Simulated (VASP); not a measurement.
# Mg3PtCl (Pm-3m) in VASP: a series of runs, part 2 of 2

VASP 6.6.1.

### 5 Single point, PBE

This run uses another cell than the first one, of 20.57 Å³/atom.

Contents of INCAR:

```
SYSTEM = Mg3PtCl
PREC     = Accurate       ! precision mode
ENCUT    = 520            ! plane-wave cutoff, eV
EDIFF    = 1E-6           ! SCF threshold, eV
ISMEAR   = 0              ! smearing method
SIGMA    = 0.1            ! smearing width, eV
LREAL    = .FALSE.        ! projectors in reciprocal space
LASPH    = .TRUE.         ! aspherical terms in the spheres
NELM     = 60             ! most SCF steps
ALGO     = Normal         ! electronic algorithm
ISIF     = 2              ! what is computed and relaxed
LWAVE    = .FALSE.        ! write WAVECAR
LCHARG   = .FALSE.        ! write CHGCAR
GGA      = PE             ! functional
NBANDS   = 20             ! bands
```

Contents of KPOINTS:

```
regular mesh
0
G
  8 8 8
  0 0 0
```

Contents of POSCAR:

```
Mg3PtCl
1.0
    4.6855643771      0.0000000000      0.0000000000
    0.0000000000      4.6855643771      0.0000000000
    0.0000000000      0.0000000000      4.6855643771
Mg Pt Cl
3 1 1
Direct
    0.0000000000      0.5000000000      0.5000000000
    0.5000000000      0.0000000000      0.5000000000
    0.5000000000      0.5000000000      0.0000000000
    0.0000000000      0.0000000000      0.0000000000
    0.5000000000      0.5000000000      0.5000000000
```

Command:

```console
cat potpaw_PBE.64/Mg/POTCAR potpaw_PBE.64/Pt/POTCAR potpaw_PBE.64/Cl/POTCAR > POTCAR
mpirun -np 1 vasp_std > vasp.out
```

It took 83 s on 1 thread of Intel Xeon 8259CL, shared host; peak memory 0.25 GiB.

Results (log left out):

```
Free energy            : -12.5444 eV
Pressure               : -0.1 GPa
Band gap on the k mesh : zero (an odd number of electrons rules out a gap without spin polarisation)
```

Levels at points of the mesh, in eV from the Fermi level:
| k point | band 8 | band 9 | band 10 | band 11 | band 12 | band 13 | band 14 | band 15 |
| --- | --- | --- | --- | --- | --- | --- | --- | --- |
| (0.00, 0.00, 0.00) | -1.99 | -1.99 | -1.99 | 1.23 | 1.23 | 1.93 | 1.93 | 1.93 |
| (0.50, 0.00, 0.00) | -2.08 | -2.08 | -1.93 | -1.68 | 0.90 | 0.90 | 1.00 | 3.99 |
| (0.50, 0.50, 0.00) | -2.27 | -1.72 | -1.67 | -0.85 | -0.85 | 0.98 | 2.83 | 2.83 |
| (0.50, 0.50, 0.50) | -1.77 | -1.66 | -1.66 | -1.61 | -1.61 | -1.61 | 3.09 | 3.09 |

Caveat: spin-orbit coupling is left out, which moves the levels of the heavy elements; an odd number of electrons without spin polarisation forces a metal; a magnetic or distorted state may lie lower.

### 6 Relaxation of cell and atoms, PBE

This run uses another cell than the first one, of 20.51 Å³/atom.

Contents of INCAR:

```
PREC = Accurate
ENCUT = 600
EDIFF = 1E-6
ISMEAR = 0
SIGMA = 0.1
LREAL = False
LASPH = True
NELM = 80
ALGO = Normal
ISIF = 3
LWAVE = False
LCHARG = False
GGA = PE
IBRION = 2
NSW = 100
EDIFFG = -0.01
```

Contents of KPOINTS:

```
regular mesh
0
Gamma
  8 8 8
```

POSCAR, as its differences from that of step 5:

```diff
@@ -2,5 +2,5 @@
 1.0
-    4.6855643771      0.0000000000      0.0000000000
-    0.0000000000      4.6855643771      0.0000000000
-    0.0000000000      0.0000000000      4.6855643771
+    4.6809286300      0.0000000000      0.0000000000
+    0.0000000000      4.6809286300      0.0000000000
+    0.0000000000      0.0000000000      4.6809286300
 Mg Pt Cl
```

Potentials or basis: VASP PAW PBE potentials, release 64 (Mg, Pt, Cl).

Command:

```console
cat potpaw_PBE.64/Mg/POTCAR potpaw_PBE.64/Pt/POTCAR potpaw_PBE.64/Cl/POTCAR > POTCAR
mpirun -np 1 vasp_std > vasp.out
```

OUTCAR:

```text
PREC = Accurate
   ENCUT = 600
   EDIFF = 1E-6
   ISMEAR = 0
   LREAL = False
   LASPH = True
   NELM = 80
   ISIF = 3
   GGA = PE
   IBRION = 2
   NSW = 100
   EDIFFG = -0.01

 ion  position               nearest neighbor table
   1  0.000  0.500  0.500-   5 2.34   5 2.34   4 3.31   2 3.31   3 3.31   4 3.31   2 3.31   4 3.31
                             4 3.31   2 3.31   3 3.31   3 3.31   3 3.31   2 3.31
   2  0.500  0.000  0.500-   5 2.34   5 2.34   4 3.31   1 3.31   3 3.31   4 3.31   1 3.31   3 3.31
                             3 3.31   3 3.31   1 3.31   4 3.31   4 3.31   1 3.31
   3  0.500  0.500  0.000-   5 2.34   5 2.34   4 3.31   1 3.31   1 3.31   2 3.31   2 3.31   2 3.31
                             4 3.31   2 3.31   1 3.31   4 3.31   1 3.31   4 3.31
   4  0.000  0.000  0.000-   1 3.31   2 3.31   3 3.31   1 3.31   2 3.31   1 3.31   3 3.31   1 3.31
                             2 3.31   3 3.31   2 3.31   3 3.31
[... 641 lines left out ...]
  in kB        0.7395316      0.7395316      0.7395316      0.0000000     -0.0000000     -0.0000000
  external PRESSURE =       0.7395316 kB  Pullay stress =       0.0000000 kB

 VOLUME and BASIS-vectors are now :
 -----------------------------------------------------------------------------
  energy-cutoff  :      600.00
  volume of cell :      102.56
      direct lattice vectors                 reciprocal lattice vectors
     4.680928630  0.000000000  0.000000000     0.213632824  0.000000000  0.000000000
     0.000000000  4.680928630  0.000000000     0.000000000  0.213632824  0.000000000
     0.000000000  0.000000000  4.680928630     0.000000000  0.000000000  0.213632824

 POSITION                                       TOTAL-FORCE (eV/Angst)
 -----------------------------------------------------------------------------------
      0.00000      2.34046      2.34046         0.000000      0.000000      0.000000
      2.34046      0.00000      2.34046         0.000000      0.000000      0.000000
      2.34046      2.34046      0.00000         0.000000      0.000000      0.000000
      0.00000      0.00000      0.00000         0.000000      0.000000      0.000000
      2.34046      2.34046      2.34046         0.000000      0.000000      0.000000
 -----------------------------------------------------------------------------------
    total drift:                                0.000000      0.000000     -0.000000

  FREE ENERGIE OF THE ION-ELECTRON SYSTEM (eV)
  ---------------------------------------------------
  free  energy   TOTEN  =       -12.5447990816 eV

  energy  without entropy=      -12.5288145863  energy(sigma->0) =      -12.53680683

 reached required accuracy - stopping structural energy minimisation
```

CONTCAR:

```text
Mg3PtCl
   1.00000000000000
     4.6809286300000004    0.0000000000000000    0.0000000000000000
     0.0000000000000000    4.6809286300000004    0.0000000000000000
     0.0000000000000000    0.0000000000000000    4.6809286300000004
  Mg              Pt              Cl
     3     1     1
Direct
     0.0000000000000000    0.5000000000000000    0.5000000000000000
     0.5000000000000000    0.0000000000000000    0.5000000000000000
     0.5000000000000000    0.5000000000000000    0.0000000000000000
     0.0000000000000000    0.0000000000000000    0.0000000000000000
     0.5000000000000000    0.5000000000000000    0.5000000000000000

  0.00000000E+00  0.00000000E+00  0.00000000E+00
  0.00000000E+00  0.00000000E+00  0.00000000E+00
  0.00000000E+00  0.00000000E+00  0.00000000E+00
  0.00000000E+00  0.00000000E+00  0.00000000E+00
  0.00000000E+00  0.00000000E+00  0.00000000E+00
```

It took 93 s on 1 thread of Intel Xeon 8259CL, shared host; peak memory 0.29 GiB.

What came out:

```
Free energy             : -12.5448 eV
Pressure after relaxing : 0.1 GPa
Band gap on the k mesh  : zero (an odd number of electrons rules out a gap without spin polarisation)
```

Final structure:
```xyz
5
Lattice="4.6809 0.0000 0.0000 0.0000 4.6809 0.0000 0.0000 0.0000 4.6809" Properties=species:S:1:pos:R:3 pbc="T T T"
Mg    0.0000    2.3405    2.3405
Mg    2.3405    0.0000    2.3405
Mg    2.3405    2.3405    0.0000
Pt    0.0000    0.0000    0.0000
Cl    2.3405    2.3405    2.3405
```

Caveat: the relaxation stopped at its first step, so nothing moved; spin-orbit coupling is left out, which moves the levels of the heavy elements; an odd number of electrons without spin polarisation forces a metal; a magnetic or distorted state may lie lower.

### 7 Overview

| task | cell | k mesh | cutoff (eV) | gap on the mesh (eV) | pressure (GPa) |
| --- | --- | --- | --- | --- | --- |
| single point | a = 4.475 Å, 5 atoms | 4 × 4 × 4 | 520 | none | 9.1 |
| single point | a = 4.681 Å, 5 atoms | 4 × 4 × 4 | 520 | none | -0.1 |
| relaxation of cell and atoms | relaxed from a = 4.475 Å, 5 atoms | 4 × 4 × 4 | 600 | none | 0.0 |
| single point | a = 4.686 Å, 5 atoms | 8 × 8 × 8 | 520 | none | -0.1 |
| relaxation of cell and atoms | relaxed from a = 4.681 Å, 5 atoms | 8 × 8 × 8 | 600 | none | 0.1 |

Alike in all rows: level PBE; potentials or basis VASP PAW PBE potentials, release 64 (Mg, Pt, Cl); no spin polarisation; smearing gaussian 0.1 eV.

Caveats: spin-orbit coupling is left out, which moves the levels of the heavy elements; an odd number of electrons without spin polarisation forces a metal; a magnetic or distorted state may lie lower; the cell stands under pressure (at least some runs); the relaxation stopped at its first step, so nothing moved (at least some runs).

Absolute energies hang on the potentials; compare differences alone.
